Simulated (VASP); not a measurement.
# Ag3Sn5 in VASP: single point with PBE

Aim: the single point of Ag3Sn5 with PBE.

Program: VASP 6.6.1. These are calculated values, not measurements. Logs are shortened: lines on timing, memory, paths and dates and some standing lists are left out, and cuts for length are marked.

**1. The cell of the first run**

The cell holds a disordered packing, 24 atoms: a = 8.366 Å, b = 8.268 Å, c = 8.471 Å, α = 92.00°, β = 89.34°, γ = 89.01°.

**2. Single point, PBE**

Input file INCAR:

```
PREC = Accurate ; ENCUT = 400
EDIFF = 1E-6 ; ISMEAR = 0
SIGMA = 0.1 ; LREAL = F
LASPH = T ; NELM = 120
ALGO = Normal ; ISIF = 2
LWAVE = F ; LCHARG = T
GGA = PE ; LELF = T
LVHAR = T ; NBANDS = 172
GGA_COMPAT = F
```

Input file KPOINTS:

```
regular mesh
0
Gamma
  3 3 3
```

Input file POSCAR:

```
Ag3Sn5
1.0
    8.3656800000      0.0686780000      0.0503530000
    0.0763150000      8.2661660000     -0.1482500000
    0.0471300000     -0.1438910000      8.4692410000
Sn Ag
15 9
Direct
    0.8488627777      0.9640274301      0.1905081750
    0.2264854508      0.1292832524      0.0780581415
    0.4793930910      0.5275599572      0.8498217211
    0.2110997608      0.2700315158      0.7358002982
    0.1770657249      0.7853373337      0.2337923060
    0.7245484549      0.3306686289      0.2750762679
    0.3788023281      0.4536187419      0.2041564190
    0.8319141132      0.3953029291      0.6933214831
    0.7614457906      0.0146424017      0.5571850073
    0.9801931516      0.5014250148      0.0180534242
    0.1799097743      0.7796815147      0.8473279458
    0.0710657296      0.2736465912      0.3822829925
    0.7669027106      0.7655011429      0.8514994340
    0.2555822807      0.5928186707      0.5369460516
    0.6271863430      0.1737868784      0.9382822055
    0.6014796237      0.6367759526      0.5384352359
    0.6841636443      0.6622772718      0.1971751368
    0.9248371251      0.6797872325      0.4579603595
    0.4785530015      0.2499017480      0.4996237678
    0.1365159065      0.9694696597      0.5464280940
    0.4451547195      0.9793771391      0.7053969529
    0.9537630600      0.0616832113      0.8581557823
    0.4704904906      0.8650866259      0.0289857241
    0.4723061556      0.9077657664      0.3699380070
```

Potentials or basis: VASP PAW PBE potentials, release 64 (Sn_d, Ag).

Run with:

```console
> cat potpaw_PBE.64/Sn_d/POTCAR potpaw_PBE.64/Ag/POTCAR > POTCAR
> mpirun -np 1 vasp_std > vasp.out
```

OUTCAR:

```text
PREC = Accurate
   ENCUT = 400
   EDIFF = 1E-6
   ISMEAR = 0
   LREAL = F
   LASPH = T
   NELM = 120
   ISIF = 2
   GGA = PE

 ion  position               nearest neighbor table
   1  0.849  0.964  0.191-  17 2.87  22 3.08   5 3.13   9 3.19   6 3.24  13 3.34  15 3.35  18 3.38
                            24 3.53  12 3.55  23 3.56   2 3.60
   2  0.226  0.129  0.078-  23 2.98  22 3.01  12 3.07   7 3.15   4 3.16   5 3.21  11 3.46  15 3.57
                             1 3.60  10 3.73
   3  0.479  0.528  0.850-  16 2.99  23 3.13  13 3.13   7 3.19  11 3.23   4 3.25  15 3.27  14 3.32
                             8 3.37  17 3.58
   4  0.211  0.270  0.736-  22 2.98  19 2.98  20 2.99  21 3.08   2 3.16  12 3.23  14 3.23   3 3.25
                             8 3.35  10 3.54
   5  0.177  0.785  0.234-  24 2.92  18 2.98  20 3.02  23 3.08   1 3.13  14 3.14   7 3.20   2 3.21
                            11 3.27  10 3.39
   6  0.725  0.331  0.275-  17 2.86  19 2.89  12 3.08   7 3.12  15 3.21   1 3.24  10 3.39  16 3.45
                             9 3.61  18 3.67   8 3.69
   7  0.379  0.454  0.204-  17 3.11   6 3.12   2 3.15  14 3.16  19 3.18   3 3.19   5 3.20  12 3.36
                            10 3.73  15 3.76
   8  0.832  0.395  0.693-  16 3.09  10 3.13  18 3.24  22 3.29  15 3.30  13 3.33   4 3.35   3 3.37
                             9 3.38  12 3.40  19 3.60   6 3.69
   9  0.761  0.015  0.557-  21 2.94  24 3.04  22 3.05  19 3.09  18 3.15  20 3.15   1 3.19  13 3.29
                             8 3.38  16 3.42  15 3.60   6 3.61  12 3.72
  10  0.980  0.501  0.018-   8 3.13  17 3.14  13 3.17  11 3.24   5 3.39   6 3.39   4 3.54   7 3.73
                             2 3.73  12 3.75
  11  0.180  0.780  0.847-  23 2.97  22 2.98  21 3.05  14 3.06  20 3.06   3 3.23  10 3.24   5 3.27
                            13 3.46   2 3.46
  12  0.071  0.274  0.382-  20 2.96   2 3.07   6 3.08   4 3.23  14 3.32   7 3.36   8 3.40   1 3.55
                            19 3.57  18 3.59   9 3.72  10 3.75
  13  0.767  0.766  0.851-  22 2.93  23 2.97   3 3.13  17 3.15  16 3.17  10 3.17   9 3.29   8 3.33
                             1 3.34  11 3.46  21 3.46  15 3.60  18 3.61
  14  0.256  0.593  0.537-  16 2.92  18 2.94  11 3.06   5 3.14   7 3.16   4 3.23  20 3.25   3 3.32
                            12 3.32  19 3.37  24 3.53
  15  0.627  0.174  0.938-  22 2.93  21 2.95  23 3.01   6 3.21   3 3.27   8 3.30   1 3.35   2 3.57
                            13 3.60   9 3.60   7 3.76
  16  0.601  0.637  0.538-  18 2.81  24 2.90  14 2.92  17 2.98   3 2.99   8 3.09  13 3.17  21 3.36
                            19 3.38   9 3.42   6 3.45
  17  0.684  0.662  0.197-  23 2.86   6 2.86   1 2.87  16 2.98  24 3.00  18 3.01   7 3.11  10 3.14
                            13 3.15   3 3.58
  18  0.925  0.680  0.458-  16 2.81  14 2.94   5 2.98  17 3.01  20 3.08   9 3.15   8 3.24   1 3.38
                            12 3.59  13 3.61   6 3.67
  19  0.479  0.250  0.500-   6 2.89  21 2.90   4 2.98  24 3.00   9 3.09   7 3.18  14 3.37  16 3.38
                            12 3.57   8 3.60
  20  0.137  0.969  0.546-  21 2.93  12 2.96   4 2.99   5 3.02  11 3.06  18 3.08  22 3.10   9 3.15
                            24 3.19  14 3.25
  21  0.445  0.979  0.705-  24 2.89  19 2.90  20 2.93  23 2.94   9 2.94  15 2.95  11 3.05   4 3.08
                            16 3.36  13 3.46
  22  0.954  0.062  0.858-  13 2.93  15 2.93  11 2.98   4 2.98   2 3.01   9 3.05   1 3.08  20 3.10
                             8 3.29
  23  0.470  0.865  0.029-  17 2.86  24 2.90  21 2.94  13 2.97  11 2.97   2 2.98  15 3.01   5 3.08
                             3 3.13   1 3.56
  24  0.472  0.908  0.370-  21 2.89  23 2.90  16 2.90   5 2.92  19 3.00  17 3.00   9 3.04  20 3.19
                            14 3.53   1 3.53

  LATTYP: Found a triclinic cell.
 ALAT       =     8.3661134319
 B/A-ratio  =     1.4180613969
 C/A-ratio  =     1.7494170570
 COS(alpha) =     0.0000230396
 COS(beta)  =     0.5684516683
 COS(gamma) =     0.7172649873

  Lattice vectors:

 A1 = (   8.3656800000,   0.0686780000,   0.0503530000)
 A2 = (   8.4419950000,   8.3348440000,  -0.0978970000)
 A3 = (   8.3364950000,  -8.3413790000,   8.6678440000)

Analysis of symmetry for initial positions (statically):
=====================================================================
 Subroutine PRICEL returns:
 Original cell was already a primitive cell.

 Routine SETGRP: Setting up the symmetry group for a
 triclinic supercell.

 Subroutine GETGRP returns: Found  1 space group operations
 (whereof  1 operations were pure point group operations)
 out of a pool of  2 trial point group operations.

The static configuration has the point symmetry C_1 .

Analysis of symmetry for dynamics (positions and initial velocities):
=====================================================================
 Subroutine PRICEL returns:
 Original cell was already a primitive cell.

 Routine SETGRP: Setting up the symmetry group for a
[... 91 lines left out ...]
    -0.000335311  0.040340444  0.000687243     0.000000000  0.333333333  0.000000000
    -0.000242792  0.000708352  0.039371498     0.000000000  0.000000000  0.333333333

  Length of vectors
     0.039852152  0.040347691  0.039378618

  Shift w.r.t. Gamma in fractional coordinates (k-lattice)
     0.000000000  0.000000000  0.000000000

 Subroutine IBZKPT returns following result:
 ===========================================

 Found     14 irreducible k-points:

 Following reciprocal coordinates:
            Coordinates               Weight
  0.000000  0.000000  0.000000      1.000000
  0.333333 -0.000000  0.000000      2.000000
  0.000000  0.333333  0.000000      2.000000
  0.333333  0.333333  0.000000      2.000000
 -0.333333  0.333333 -0.000000      2.000000
  0.000000  0.000000  0.333333      2.000000
  0.333333 -0.000000  0.333333      2.000000
 -0.333333  0.000000  0.333333      2.000000
  0.000000  0.333333  0.333333      2.000000
  0.333333  0.333333  0.333333      2.000000
 -0.333333  0.333333  0.333333      2.000000
 -0.000000 -0.333333  0.333333      2.000000
  0.333333 -0.333333  0.333333      2.000000
 -0.333333 -0.333333  0.333333      2.000000
   k-points           NKPTS =     14   k-points in BZ     NKDIM =     14   number of bands    NBANDS=    172
   number of dos      NEDOS =    301   number of ions     NIONS =     24
   total plane-waves  NPLWV = 169344
   dimension x,y,z NGX =    56 NGY =   54 NGZ =   56
   dimension x,y,z NGXF=   112 NGYF=  108 NGZF=  112
   ions per type =              15   9
   NGX,Y,Z   is equivalent  to a cutoff of  11.13, 10.86, 10.99 a.u.
   NGXF,Y,Z  is equivalent  to a cutoff of  22.26, 21.72, 21.98 a.u.
 SYSTEM =  unknown system
   PREC   = accura    normal or accurate (medium, high low for compatibility)
   ISTART =      0    job   : 0-new  1-cont  2-samecut
   ICHARG =      2    charge: 1-file 2-atom 10-const
   ISPIN  =      1    spin polarized calculation?
   LNONCOLLINEAR =      F non collinear calculations
   LSORBIT =      F    spin-orbit coupling
   LASPH  =      T    aspherical Exc in radial PAW
   ENCUT  =  400.0 eV  29.40 Ry    5.42 a.u.  13.64 13.48 13.81*2*pi/ulx,y,z
   NELM   =    120;   NELMIN=  2; NELMDL= -5     # of ELM steps
   EDIFF  = 0.1E-05   stopping-criterion for ELM
   LREAL  =      F    real-space projection
[... 7 lines left out ...]
   TEBEG  =    0.0;   TEEND  =   0.0 temperature during run
   PSTRESS=    0.0 pullay stress
   NELECT =     309.0000    total number of electrons
   NUPDOWN=      -1.0000    fix difference up-down
   EMIN   =  10.00;   EMAX   =-10.00  energy-range for DOS
   EFERMI =   0.00;   METHOD = LEGACY
   ISMEAR =     0;   SIGMA  =   0.10  broadening in eV -4-tet -1-fermi 0-gaus
   EFERMI_NEDOS =   21; number of points for ismear=-14 and -15
   IALGO  =     38    algorithm
   IMIX   =      4    mixing-type and parameters
     AMIX     =   0.40;   BMIX     =  1.00
     AMIX_MAG =   1.60;   BMIX_MAG =  1.00
  volume/ion in A,a.u.               =      24.39       164.61
  Fermi-wavevector in a.u.,A,eV,Ry     =   1.323035  2.500173 23.815921  1.750421
  Thomas-Fermi vector in A             =   2.452672
   LORBIT       =      0    0 simple, 1 ext, 2 COOP (PROOUT), +10 PAW based schemes
   GGA     = PE    functional components
   LHFCALC =     F    Hartree Fock is set to
   AEXX    =    0.0000 exact exchange contribution
   IVDW    =     0    specifies the selected vdW correction
   LEPSILON=     F    determine dielectric tensor
   LRPA    =     F    only Hartree local field effects (RPA)
 non-spin polarized calculation
 Gauss-broadening in eV      SIGMA  =   0.10
  energy-cutoff  :      400.00
  volume of cell :      585.42
 maximum number of plane-waves:     10655
 NGX is ok and might be reduce to    54
   NGX = 27   NGY = 27   NGZ = 27

 number of electron     309.0000051 magnetization

 Free energy of the ion-electron system (eV)
  ---------------------------------------------------
  ext. energy  EPLUGINS =         0.00000000
  ---------------------------------------------------
  free energy    TOTEN  =       -79.96342323 eV

  energy without entropy =      -79.91623157  energy(sigma->0) =      -79.93982740

 E-fermi :   7.7407     XC(G=0): -10.6239

 val. band max:        7.7219402870   @ k =   0.3333  -0.0000   0.0000
 cond. band min:       7.7428241320   @ k =   0.3333   0.3333   0.0000
 fundamental gap:      0.0208838450
 Fermi energy:         7.7407260049

 k-point     1 :       0.0000    0.0000    0.0000
  band No.  band energies     occupation
      1     -13.8930      2.00000
      2     -13.8817      2.00000
      3     -13.8754      2.00000
      4     -13.8737      2.00000
      5     -13.8708      2.00000
      6     -13.8620      2.00000
[... 2355 lines left out ...]
    165       9.6036      0.00000
    166       9.8944      0.00000
 [bands above 166 left out]

------------------------ aborting loop because EDIFF is reached ----------------------------------------

  FORCE on cell =-STRESS in cart. coord.  units (eV):
  Direction    XX          YY          ZZ          XY          YZ          ZX
  --------------------------------------------------------------------------------------
  -------------------------------------------------------------------------------------
  Total        1.1077956      0.6142647      2.6196648      0.2594192     -0.1758063      0.0065403
  in kB        3.0318029      1.6811130      7.1694699      0.7099756     -0.4811447      0.0178994
  external PRESSURE =       3.9607952 kB  Pullay stress =       0.0000000 kB

 VOLUME and BASIS-vectors are now :
 -----------------------------------------------------------------------------
  energy-cutoff  :      400.00
  volume of cell :      585.42
      direct lattice vectors                 reciprocal lattice vectors
     8.365680000  0.068678000  0.050353000     0.119549289 -0.001115976 -0.000684233
     0.076315000  8.266166000 -0.148250000    -0.001005933  0.121021332  0.002061730
     0.047130000 -0.143891000  8.469241000    -0.000728376  0.002125055  0.118114493

 POSITION                                       TOTAL-FORCE (eV/Angst)
 -----------------------------------------------------------------------------------
      7.18386      7.99970      1.51329        -0.075894      0.095655     -0.047706
      1.90825      1.07300      0.65333         0.130628     -0.058390     -0.206859
      4.09076      4.27154      7.14327        -0.127768     -0.206842     -0.013920
      1.82128      2.14075      6.20227         0.033604     -0.012304      0.115825
      1.55223      6.47025      1.87253         0.055877     -0.013566     -0.214513
      6.09954      2.74354      2.31715         0.050797     -0.012867      0.086390
[... 16 lines left out ...]
      4.00336      7.17909      0.14093        -0.058490      0.105794      0.003534
      4.03787      7.48295      3.02230        -0.017738      0.041015      0.005133
 -----------------------------------------------------------------------------------
    total drift:                                0.001035      0.001991      0.001093

  FREE ENERGIE OF THE ION-ELECTRON SYSTEM (eV)
  ---------------------------------------------------
  free  energy   TOTEN  =       -79.9634232260 eV

  energy  without entropy=      -79.9162315738  energy(sigma->0) =      -79.93982740
```

It took 16 min on 1 thread of AMD EPYC 9R45 (Zen 5), shared host; peak memory 0.79 GiB.

Results:

```yaml
Free_energy: -79.9634 eV
Pressure: 0.4 GPa
Largest_force: 0.274 eV/Å
Band_gap_on_the_k_mesh: zero (an odd number of electrons rules out a gap without spin polarisation)
```

Forces in eV/Å, atoms in the order of the input:
```
Sn  -0.076  0.096 -0.048
Sn   0.131 -0.058 -0.207
Sn  -0.128 -0.207 -0.014
Sn   0.034 -0.012  0.116
Sn   0.056 -0.014 -0.215
Sn   0.051 -0.013  0.086
Sn   0.007  0.037  0.070
Sn   0.006 -0.049 -0.269
Sn   0.078 -0.023 -0.115
Sn   0.107 -0.023  0.165
Sn  -0.110  0.028  0.076
Sn  -0.011  0.059  0.247
Sn  -0.009  0.083 -0.077
Sn   0.057 -0.103  0.107
Sn  -0.156  0.149  0.053
Ag  -0.032 -0.051 -0.002
Ag   0.026  0.050  0.054
Ag  -0.040 -0.034  0.018
Ag   0.050  0.041 -0.012
Ag   0.009 -0.031 -0.016
Ag  -0.063 -0.092 -0.003
Ag   0.090  0.023 -0.024
Ag  -0.058  0.106  0.004
Ag  -0.018  0.041  0.005
```

Stress tensor (GPa, compression positive):
```
 0.30  0.07  0.00
 0.07  0.17 -0.05
 0.00 -0.05  0.72
```

Caveat: the atoms stand as in a frame of molecular dynamics; spin-orbit coupling is left out, which moves the levels of the heavy elements.

The gap in the log of VASP goes by the Fermi energy; the results here count the filled bands.